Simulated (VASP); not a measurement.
# Al3Ni2 (P-3m1) in VASP: notebook, part 2 of 2

VASP 6.6.1. Earlier steps stand in the parts before.

## 3. Single point, PBEsol

INCAR reads:

```
SYSTEM = Al3Ni2
PREC = Accurate ; ENCUT = 520
EDIFF = 1E-6 ; ISMEAR = 0
SIGMA = 0.1 ; LREAL = .False.
LASPH = .True. ; NELM = 60
ALGO = Fast ; ISIF = 2
LWAVE = .False. ; LCHARG = .False.
GGA = PS ; NBANDS = 22
```

KPOINTS reads:

```
regular mesh
0
Gamma
  12 12 8
  0 0 0
```

POSCAR reads:

```
Al3Ni2
1.0
    4.0031396356      0.0000000000      0.0000000000
   -2.0015698178      3.4668206193      0.0000000000
    0.0000000000      0.0000000000      4.8594646066
Al Ni
3 2
Direct
    0.0000000000      0.0000000000      0.0000000000
    0.3333333333      0.6666666667      0.6477829054
    0.6666666667      0.3333333333      0.3522170946
    0.3333333333      0.6666666667      0.1455709078
    0.6666666667      0.3333333333      0.8544290922
```

Potentials or basis: VASP PAW PBE potentials, release 64 (Al, Ni).

Started as:

```console
> cat potpaw_PBE.64/Al/POTCAR potpaw_PBE.64/Ni/POTCAR > POTCAR
> mpirun -np 1 vasp_std > vasp.out
```

Wall time 3.2 min (1 thread of Intel Xeon Platinum 8375C at 2.90GHz (Ice Lake), shared host); peak memory 0.3 GiB.

The run converged. Its results:

```yaml
Free_energy: -27.6688 eV
Pressure: 0.2 GPa
Largest_force: 0.011 eV/Å
```

Forces in eV/Å, atoms in the order of the input:
```
Al   0.000  0.000  0.000
Al   0.000  0.000  0.003
Al   0.000  0.000 -0.003
Ni   0.000  0.000  0.011
Ni   0.000  0.000 -0.011
```

Stress tensor (GPa, compression positive):
```
0.16 0.00 0.00
0.00 0.16 0.00
0.00 0.00 0.24
```

Levels at points of the mesh, in eV from the Fermi level:
```
           k point  band 12  band 13  band 14  band 15  band 16  band 17  band 18  band 19
(0.00, 0.00, 0.00)    -1.68    -1.30     1.27     1.27     3.16     3.16     4.37     4.73
(0.50, 0.00, 0.00)    -1.85    -1.56    -1.53    -1.25     1.36     2.08     2.21     4.76
(0.00, 0.00, 0.50)    -1.78     2.75     2.75     2.87     2.87     3.29     4.24     4.38
(0.50, 0.00, 0.50)    -1.76    -1.72    -1.06    -0.32     1.54     2.12     3.25     6.41
```

Caveat: the PAW data sets were made with another functional, which shifts forces and pressure a little.

## 4. Single point, PBEsol (volume scaled by 1.10, then relaxed in part)

INCAR reads:

```
SYSTEM = Al3Ni2
PREC     = Accurate       ! precision mode
ENCUT    = 520            ! plane-wave cutoff, eV
EDIFF    = 1E-7           ! SCF threshold, eV
ISMEAR   = 0              ! smearing method
SIGMA    = 0.1            ! smearing width, eV
LREAL    = .False.        ! projectors in reciprocal space
LASPH    = .True.         ! aspherical terms in the spheres
NELM     = 80             ! most SCF steps
ALGO     = Fast           ! electronic algorithm
ISIF     = 2              ! what is computed and relaxed
LWAVE    = .False.        ! write WAVECAR
LCHARG   = .False.        ! write CHGCAR
GGA      = PS             ! functional
NBANDS   = 22             ! bands
```

KPOINTS reads:

```
Automatic mesh
0
Gamma
  12 12 8
  0 0 0
```

POSCAR reads:

```
Al3Ni2
1.0
    4.1366589814      0.0000000000      0.0000000000
   -2.0683294907      3.5824517647      0.0000000000
    0.0000000000      0.0000000000      5.0059112754
Al Ni
3 2
Direct
    0.0000000000      0.0000000000      0.0000000000
    0.3333333333      0.6666666667      0.6499024607
    0.6666666667      0.3333333333      0.3500975393
    0.3333333333      0.6666666667      0.1439370206
    0.6666666667      0.3333333333      0.8560629794
```

Started as:

```console
> cat potpaw_PBE.64/Al/POTCAR potpaw_PBE.64/Ni/POTCAR > POTCAR
> mpirun -np 1 vasp_std > vasp.out
```

It took 3.7 min on 1 thread of Intel Xeon Platinum 8488C (Sapphire Rapids), shared host; peak memory 0.33 GiB.

It converged, with:

* Free energy: -27.4210 eV
* Pressure: -10.8 GPa
* Largest force: 0.010 eV/Å

Forces in eV/Å, atoms in the order of the input:
```
Al   0.000  0.000  0.000
Al   0.000  0.000  0.000
Al   0.000  0.000  0.000
Ni   0.000  0.000  0.010
Ni   0.000  0.000 -0.010
```

Levels at points of the mesh, in eV from the Fermi level:
```csv
k point,band 12,band 13,band 14,band 15,band 16,band 17,band 18,band 19
"(0.00, 0.00, 0.00)",-1.48,-1.16,1.20,1.20,2.94,2.94,3.84,4.01
"(0.50, 0.00, 0.00)",-1.64,-1.39,-1.36,-1.13,1.20,1.70,2.08,4.52
"(0.00, 0.00, 0.50)",-1.58,2.58,2.58,2.78,2.78,3.24,3.85,3.96
"(0.50, 0.00, 0.50)",-1.56,-1.52,-0.96,-0.29,1.45,1.93,2.82,6.14
```

Caveat: the PAW data sets were made with another functional, which shifts forces and pressure a little. Spin polarisation is off, so any magnetic state and its effect on volume and gap are missing.

## 5. Single point, PBEsol

INCAR reads:

```
SYSTEM = Al3Ni2
PREC = Accurate ; ENCUT = 520
EDIFF = 1E-6 ; ISMEAR = 0
SIGMA = 0.1 ; LREAL = .False.
LASPH = .True. ; NELM = 60
ALGO = Fast ; ISIF = 2
LWAVE = .False. ; LCHARG = .False.
GGA = PS ; NBANDS = 22
```

KPOINTS reads:

```
regular mesh
0
Gamma
  12 12 8
  0 0 0
```

POSCAR reads:

```
Al3Ni2
1.0
    4.0031396444      0.0000000000      0.0000000000
   -2.0015698222      3.4668206269      0.0000000000
    0.0000000000      0.0000000000      4.8594646131
Al Ni
3 2
Direct
    0.0000000000      0.0000000000      0.0000000000
    0.3333333333      0.6666666667      0.6477829060
    0.6666666667      0.3333333333      0.3522170940
    0.3333333333      0.6666666667      0.1455709066
    0.6666666667      0.3333333333      0.8544290934
```

Started as:

```console
> cat potpaw_PBE.64/Al/POTCAR potpaw_PBE.64/Ni/POTCAR > POTCAR
> mpirun -np 1 vasp_std > vasp.out
```

It took 90 s on 1 thread of Intel Xeon 6975P-C (Granite Rapids), shared host; peak memory 0.3 GiB.

The run converged. Its results:

| Item | Value |
| --- | --- |
| Free energy | -27.6688 eV |
| Pressure | 0.2 GPa |
| Largest force | 0.011 eV/Å |

Forces in eV/Å, atoms in the order of the input:
```
Al   0.000  0.000  0.000
Al   0.000  0.000  0.003
Al   0.000  0.000 -0.003
Ni   0.000  0.000  0.011
Ni   0.000  0.000 -0.011
```

Stress tensor (GPa, compression positive):
```
0.16 0.00 0.00
0.00 0.16 0.00
0.00 0.00 0.24
```

Levels at points of the mesh, in eV from the Fermi level:
```csv
k point,band 11,band 12,band 13,band 14,band 15,band 16,band 17,band 18,band 19,band 20
"(0.00, 0.00, 0.00)",-1.68,-1.68,-1.30,1.27,1.27,3.16,3.16,4.37,4.73,6.94
"(0.50, 0.00, 0.00)",-1.99,-1.85,-1.56,-1.53,-1.25,1.36,2.08,2.21,4.76,5.27
"(0.00, 0.00, 0.50)",-1.78,-1.78,2.75,2.75,2.87,2.87,3.29,4.24,4.38,4.52
"(0.50, 0.00, 0.50)",-1.90,-1.76,-1.72,-1.06,-0.32,1.54,2.12,3.25,6.41,7.23
```

Caveat: the PAW data sets were made with another functional, which shifts forces and pressure a little. Spin polarisation is off, so any magnetic state and its effect on volume and gap are missing.

## 6. Single point, PBEsol

INCAR reads:

```
PREC = Accurate ; ENCUT = 520
EDIFF = 1E-6 ; ISMEAR = 0
SIGMA = 0.1 ; LREAL = F
LASPH = T ; NELM = 100
ALGO = Fast ; ISIF = 2
LWAVE = F ; LCHARG = F
GGA = PS ; NBANDS = 22
```

KPOINTS reads:

```
Automatic mesh
0
Gamma
  12 12 8
```

POSCAR is that of step 5.

Potentials or basis: VASP PAW PBE potentials, release 64 (Al, Ni).

Started as:

```console
> cat potpaw_PBE.64/Al/POTCAR potpaw_PBE.64/Ni/POTCAR > POTCAR
> mpirun -np 1 vasp_std > vasp.out
```

It took 87 s on 1 thread of Intel Xeon 6975P-C (Granite Rapids), shared host; peak memory 0.29 GiB.

It converged, with:

```
Free energy   : -27.6688 eV
Pressure      : 0.2 GPa
Largest force : 0.011 eV/Å
```

Forces in eV/Å, atoms in the order of the input:
```
Al   0.000  0.000  0.000
Al   0.000  0.000  0.003
Al   0.000  0.000 -0.003
Ni   0.000  0.000  0.011
Ni   0.000  0.000 -0.011
```

Stress tensor (GPa, compression positive):
```
0.16 0.00 0.00
0.00 0.16 0.00
0.00 0.00 0.24
```

Levels at points of the mesh, in eV from the Fermi level:
```csv
k point,band 12,band 13,band 14,band 15,band 16,band 17,band 18,band 19
"(0.00, 0.00, 0.00)",-1.68,-1.30,1.27,1.27,3.16,3.16,4.37,4.73
"(0.50, 0.00, 0.00)",-1.85,-1.56,-1.53,-1.25,1.36,2.08,2.21,4.76
"(0.00, 0.00, 0.50)",-1.78,2.75,2.75,2.87,2.87,3.29,4.24,4.38
"(0.50, 0.00, 0.50)",-1.76,-1.72,-1.06,-0.32,1.54,2.12,3.25,6.41
```

Caveat: the PAW data sets were made with another functional, which shifts forces and pressure a little.

## 7. Overview

```csv
cell,k mesh,gap on the mesh (eV),pressure (GPa),largest force (eV/Å)
"a = 4.003, b = 4.003, c = 4.859 Å, angles 90.0, 90.0, 120.0°, 5 atoms",9 × 9 × 7,none,0.1,0.02
"a = 4.003, b = 4.003, c = 4.859 Å, angles 90.0, 90.0, 120.0°, 5 atoms",12 × 12 × 8,none,0.2,0.01
"a = 4.137, b = 4.137, c = 5.006 Å, angles 90.0, 90.0, 120.0°, 5 atoms",12 × 12 × 8,none,-10.8,0.01
```

Alike in all rows: task single point; level PBEsol; potentials or basis VASP PAW PBE potentials, release 64 (Al, Ni); no spin polarisation; cutoff (eV) 520; smearing gaussian 0.1 eV.

Caveats: the PAW data sets were made with another functional, which shifts forces and pressure a little.

Total energies depend on the potentials used, so only differences within one code and one set of settings carry meaning.
